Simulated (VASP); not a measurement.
# Rh (Fm-3m) in VASP: further runs

Rh is run at these levels: r2SCAN; tasks: single point.

All numbers are computed with VASP 6.6.1; they aren't measurements. Logs are shortened: lines on timing, memory, paths and dates and some standing lists are left out, and cuts for length are marked.

## Step 1: The cell of the first run

It takes space group Fm-3m (No. 225, cubic). The conventional cell has a = 3.693 Å, b = 3.693 Å, c = 3.693 Å, α = 90.00°, β = 90.00°, γ = 90.00°. Within 3.4 Å of Rh (site symmetry m-3m) lie 12 Rh at 2.61 Å.

## Step 2: Single point, r2SCAN

File POSCAR:

```
Rh
1.0
    0.0000000000      1.8464447283      1.8464447283
    1.8464447283      0.0000000000      1.8464447283
    1.8464447283      1.8464447283      0.0000000000
Rh
1
Direct
    0.0000000000      0.0000000000      0.0000000000
```

File INCAR.step1:

```
SYSTEM = Rh
  PREC = Accurate
  ENCUT = 520
  ISMEAR = -1
  SIGMA = 0.05
  LREAL = .False.
  LASPH = .True.
  NELM = 60
  NBANDS = 14
  GGA = PE
  ALGO = Normal
  EDIFF = 1E-4
  LWAVE = .True.
  LCHARG = .False.
```

File INCAR.step2:

```
SYSTEM = Rh
  PREC = Accurate
  ENCUT = 520
  EDIFF = 1E-7
  ISMEAR = -1
  SIGMA = 0.05
  LREAL = .False.
  LASPH = .True.
  NELM = 60
  ALGO = Normal
  ISIF = 2
  LWAVE = .False.
  LCHARG = .False.
  METAGGA = R2SCAN
  LMIXTAU = .True.
  NBANDS = 14
  ISTART = 1
```

File KPOINTS:

```
Automatic mesh
0
Gamma
  12 12 12
  0 0 0
```

Potentials or basis: VASP PAW PBE potentials, release 64 (Rh_pv).

The run is started by

```console
> cat potpaw_PBE.64/Rh_pv/POTCAR > POTCAR
> cp INCAR.step1 INCAR
> mpirun -np 1 vasp_std > vasp.out
> cp INCAR.step2 INCAR
> mpirun -np 1 vasp_std > vasp.out
```

OUTCAR:

```text
SYSTEM = Rh
   PREC = Accurate
   ENCUT = 520
   EDIFF = 1E-7
   ISMEAR = -1
   LREAL = .False.
   LASPH = .True.
   NELM = 60
   ISIF = 2
   METAGGA = R2SCAN
   ISTART = 1

 ion  position               nearest neighbor table
   1  0.000  0.000  0.000-

  LATTYP: Found a face centered cubic cell.
 ALAT       =     3.6928894566

  Lattice vectors:

 A1 = (   0.0000000000,   1.8464447283,   1.8464447283)
 A2 = (   1.8464447283,   0.0000000000,   1.8464447283)
 A3 = (   1.8464447283,   1.8464447283,   0.0000000000)

Analysis of symmetry for initial positions (statically):
[... 33 lines left out ...]
                                     Primitive cell

  volume of cell :      12.5904

  direct lattice vectors                    reciprocal lattice vectors
     0.000000000  1.846444728  1.846444728    -0.270790667  0.270790667  0.270790667
     1.846444728  0.000000000  1.846444728     0.270790667 -0.270790667  0.270790667
     1.846444728  1.846444728  0.000000000     0.270790667  0.270790667 -0.270790667

  length of vectors
     2.611267177  2.611267177  2.611267177     0.469023194  0.469023194  0.469023194

  position of ions in fractional coordinates (direct lattice)
     0.000000000  0.000000000  0.000000000

  ion indices of the primitive-cell ions
   primitive index   ion index
                 1           1

----------------------------------------------------------------------------------------

 KPOINTS: Automatic mesh

Automatic generation of k-mesh.
 Grid dimensions read from file:
 generate k-points for:   12   12   12

 Generating k-lattice:

  Cartesian coordinates                     Fractional coordinates (reciprocal lattice)
    -0.022565889  0.022565889  0.022565889     0.083333333  0.000000000  0.000000000
     0.022565889 -0.022565889  0.022565889     0.000000000  0.083333333  0.000000000
     0.022565889  0.022565889 -0.022565889     0.000000000  0.000000000  0.083333333

  Length of vectors
     0.039085266  0.039085266  0.039085266

  Shift w.r.t. Gamma in fractional coordinates (k-lattice)
     0.000000000  0.000000000  0.000000000

 Subroutine IBZKPT returns following result:
 ===========================================

 Found     72 irreducible k-points:

 Following reciprocal coordinates:
            Coordinates               Weight
  0.000000  0.000000  0.000000      1.000000
  0.083333  0.000000  0.000000      8.000000
[... 39 lines left out ...]
   ENCUT  =  520.0 eV  38.22 Ry    6.18 a.u.   4.86  4.86  4.86*2*pi/ulx,y,z
   NELM   =     60;   NELMIN=  2; NELMDL=  0     # of ELM steps
   EDIFF  = 0.1E-06   stopping-criterion for ELM
   LREAL  =      F    real-space projection
   EDIFFG = 0.1E-05   stopping-criterion for IOM
   NSW    =      0    number of steps for IOM
   IBRION =     -1    ionic relax: 0-MD 1-quasi-New 2-CG
   NFREE  =      0    steps in history (QN), initial steepest desc. (CG)
   ISIF   =      2    stress and relaxation
   ISYM   =      2    0-nonsym 1-usesym 2-fastsym
   POTIM  = 0.5000    time-step for ionic-motion
   TEBEG  =    0.0;   TEEND  =   0.0 temperature during run
   PSTRESS=    0.0 pullay stress
   NELECT =      15.0000    total number of electrons
   NUPDOWN=      -1.0000    fix difference up-down
   EMIN   =  10.00;   EMAX   =-10.00  energy-range for DOS
   EFERMI =   0.00;   METHOD = LEGACY
   ISMEAR =    -1;   SIGMA  =   0.05  broadening in eV -4-tet -1-fermi 0-gaus
   EFERMI_NEDOS =   21; number of points for ismear=-14 and -15
   IALGO  =     38    algorithm
   IMIX   =      4    mixing-type and parameters
     AMIX     =   0.40;   BMIX     =  1.00
     AMIX_MAG =   1.60;   BMIX_MAG =  1.00
  volume/ion in A,a.u.               =      12.59        84.96
  Fermi-wavevector in a.u.,A,eV,Ry     =   1.735504  3.279627 40.980394  3.011974
  Thomas-Fermi vector in A             =   2.809097
   LORBIT       =      0    0 simple, 1 ext, 2 COOP (PROOUT), +10 PAW based schemes
   METAGGA = R2SCAN    functional components
   LHFCALC =     F    Hartree Fock is set to
   AEXX    =    0.0000 exact exchange contribution
   IVDW    =     0    specifies the selected vdW correction
   LEPSILON=     F    determine dielectric tensor
   LRPA    =     F    only Hartree local field effects (RPA)
 non-spin polarized calculation
  energy-cutoff  :      520.00
  volume of cell :       12.59
 maximum number of plane-waves:       347
   NGX =  9   NGY =  9   NGZ =  9

 number of electron      14.9999994 magnetization

 Free energy of the ion-electron system (eV)
  ---------------------------------------------------
  ext. energy  EPLUGINS =         0.00000000
  ---------------------------------------------------
  free energy    TOTEN  =       -24.03534143 eV

  energy without entropy =      -24.02833869  energy(sigma->0) =      -24.03184006

 E-fermi :  13.4492     XC(G=0): -15.8806

 val. band max:       13.3627882780   @ k =  -0.3333   0.3333   0.0000
 cond. band min:      13.4630940339   @ k =   0.3333   0.1667   0.0000
 fundamental gap:      0.1003057559
 Fermi energy:        13.4491967442

 k-point     1 :       0.0000    0.0000    0.0000
  band No.  band energies     occupation
      1     -34.5408      2.00000
      2     -34.5408      2.00000
      3     -34.5408      2.00000
      4       4.5645      2.00000
      5       9.7752      2.00000
      6       9.7752      2.00000
      7       9.7752      2.00000
      8      12.1994      2.00000
      9      12.1994      2.00000
     10      30.0396      0.00000
     11      30.6739      0.00000
     12      36.3209      0.00000
     13      36.3209      0.00000
     14      36.3209      0.00000
[... 377 lines left out ...]
      1     -35.5036      2.00000
      2     -34.8788      2.00000
      3     -34.7236      2.00000
      4       7.1269      2.00000
      5       8.9466      2.00000
      6      10.4314      2.00000
      7      11.0370      2.00000
      8      13.7292      0.00737
      9      18.1492      0.00000
     10      23.5312      0.00000
     11      30.6669      0.00000
     12      30.6964      0.00000
     13      33.9974      0.00000
     14      36.0031      0.00000

 [... further k-points ...]
[... 5 lines left out ...]
  --------------------------------------------------------------------------------------
  -------------------------------------------------------------------------------------
  Total        2.4978531      2.4978531      2.4978531     -0.0000000      0.0000000      0.0000000
  in kB      317.8619474    317.8619474    317.8619474     -0.0000000      0.0000000      0.0000000
  external PRESSURE =     317.8619474 kB  Pullay stress =       0.0000000 kB

 VOLUME and BASIS-vectors are now :
 -----------------------------------------------------------------------------
  energy-cutoff  :      520.00
  volume of cell :       12.59
      direct lattice vectors                 reciprocal lattice vectors
     0.000000000  1.846444728  1.846444728    -0.270790667  0.270790667  0.270790667
     1.846444728  0.000000000  1.846444728     0.270790667 -0.270790667  0.270790667
     1.846444728  1.846444728  0.000000000     0.270790667  0.270790667 -0.270790667

 POSITION                                       TOTAL-FORCE (eV/Angst)
 -----------------------------------------------------------------------------------
      0.00000      0.00000      0.00000        -0.000000      0.000000     -0.000000
 -----------------------------------------------------------------------------------
    total drift:                                0.000000     -0.000000      0.000000

  FREE ENERGIE OF THE ION-ELECTRON SYSTEM (eV)
  ---------------------------------------------------
  free  energy   TOTEN  =       -24.0353414290 eV

  energy  without entropy=      -24.0283386904  energy(sigma->0) =      -24.03184006
```

OSZICAR.step1:

```text
N       E                     dE             d eps       ncg     rms          rms(c)
DAV:   1     0.118828397730E+03    0.11883E+03   -0.87208E+03  2038   0.116E+03
DAV:   2    -0.603545621762E+01   -0.12486E+03   -0.11883E+03  2214   0.341E+02
DAV:   3    -0.759260909492E+01   -0.15572E+01   -0.15551E+01  2412   0.419E+01
DAV:   4    -0.759799474785E+01   -0.53857E-02   -0.53856E-02  2268   0.252E+00
DAV:   5    -0.759803770835E+01   -0.42961E-04   -0.42962E-04  2292   0.199E-01    0.128E+01
DAV:   6    -0.714398561793E+01    0.45405E+00   -0.66060E-01  2106   0.117E+01    0.492E+00
DAV:   7    -0.711829950136E+01    0.25686E-01   -0.27198E-02  2286   0.222E+00    0.200E+00
DAV:   8    -0.711429154586E+01    0.40080E-02   -0.40967E-03  2094   0.883E-01    0.293E-01
DAV:   9    -0.711411302087E+01    0.17852E-03   -0.80442E-05  1362   0.127E-01    0.119E-02
DAV:  10    -0.711411393455E+01   -0.91368E-06   -0.47121E-06  1008   0.272E-02
   1 F= -.71141139E+01 E0= -.71105550E+01  d E =-.711780E-02
```

Run time: 29 s. Hardware: 1 thread of Intel Xeon Platinum 8488C (Sapphire Rapids), shared host; peak memory 0.13 GiB.

Results:

- Free energy: -24.0353 eV
- Pressure: 31.8 GPa

Caveat: the PAW data sets were made with another functional, which shifts forces and pressure a little.

## Step 3: Single point, r2SCAN

This run uses another cell than the first one, of 12.91 Å³/atom, 1.025 times its volume.

File POSCAR:

```
Rh
1.0
    0.0000000000      1.8617220751      1.8617220751
    1.8617220751      0.0000000000      1.8617220751
    1.8617220751      1.8617220751      0.0000000000
Rh
1
Direct
    0.0000000000      0.0000000000      0.0000000000
```

File INCAR.step1:

```
PREC = Accurate ; ENCUT = 520
ISMEAR = -1 ; SIGMA = 0.05
LREAL = False ; LASPH = True
NELM = 100 ; NBANDS = 14
GGA = PE ; ALGO = Normal
EDIFF = 1E-4 ; LWAVE = True
LCHARG = False
```

File INCAR.step2:

```
PREC = Accurate ; ENCUT = 520
EDIFF = 1E-6 ; ISMEAR = -1
SIGMA = 0.05 ; LREAL = False
LASPH = True ; NELM = 100
ALGO = Normal ; ISIF = 2
LWAVE = False ; LCHARG = True
METAGGA = R2SCAN ; LMIXTAU = True
LELF = True ; LVHAR = True
NBANDS = 14 ; ISTART = 1
```

File KPOINTS:

```
regular mesh
0
Gamma
  12 12 12
```

Potentials or basis: VASP PAW PBE potentials, release 64 (Rh_pv).

The run is started by

```console
> cat potpaw_PBE.64/Rh_pv/POTCAR > POTCAR
> cp INCAR.step1 INCAR
> mpirun -np 1 vasp_std > vasp.out
> cp INCAR.step2 INCAR
> mpirun -np 1 vasp_std > vasp.out
```

Wall time 31 s (1 thread of Intel Xeon Platinum 8488C (Sapphire Rapids), shared host); peak memory 0.13 GiB.

It converged, with:

```yaml
Free_energy: -24.0878 eV
Pressure: 21.6 GPa
```

Levels at points of the mesh, in eV from the Fermi level:
```tsv
k point	band 4	band 5	band 6	band 7	band 8	band 9	band 10	band 11
(0.00, 0.00, 0.00)	-8.69	-3.53	-3.53	-3.53	-1.20	-1.20	16.63	17.25
(0.50, 0.00, 0.00)	-6.93	-3.66	-3.66	0.63	0.63	0.82	9.77	16.21
(0.50, 0.50, 0.00)	-7.23	-6.82	0.55	1.14	1.14	3.57	13.71	14.38
```

Caveat: the PAW data sets were made with another functional, which shifts forces and pressure a little.
